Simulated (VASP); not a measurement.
A run of VASP 6.6.1 is set up as follows.

The input INCAR:

```
PREC = Accurate
ENCUT = 520
EDIFF = 1E-7
ISMEAR = 0
SIGMA = 0.1
LREAL = F
LASPH = T
NELM = 80
ALGO = Fast
ISIF = 2
LWAVE = F
LCHARG = T
GGA = PE
LELF = T
LVHAR = T
NBANDS = 18
```

KPOINTS

```
Automatic mesh
0
Gamma
  12 12 8
```

File POSCAR:

```
CrSiS
1.0
    2.8813400463      0.0000000000      0.0000000000
    0.0000000000      2.8813400463      0.0000000000
    0.0000000000      0.0000000000      4.9480567170
Cr Si S
1 1 1
Direct
    0.5000000000      0.5000000000      0.2803891439
    0.0000000000      0.0000000000      0.9923516216
    0.0000000000      0.0000000000      0.5335227645
```

Potentials or basis: VASP PAW PBE potentials, release 64 (Cr_pv, Si, S).

Run with:

```bash
$ cat potpaw_PBE.64/Cr_pv/POTCAR potpaw_PBE.64/Si/POTCAR potpaw_PBE.64/S/POTCAR > POTCAR
$ mpirun -np 1 vasp_std > vasp.out
```

Problem. What does it give for the largest force?

Solution. 0.009 eV/Å.

Problem. Predict the pressure.

Solution. -0.2 GPa.

Problem. Predict the band gap on the k mesh.

Solution. Zero (bands 11 and 12 overlap by 0.48 eV).

Forces on the atoms (eV/Å):
```
Cr   0.000  0.000 -0.007
Si   0.000  0.000 -0.002
S    0.000  0.000  0.009
```

Caveat: the run has no spin polarisation, though such a crystal can be magnetic. Spin polarisation is off, so any magnetic state and its effect on volume and gap are missing.
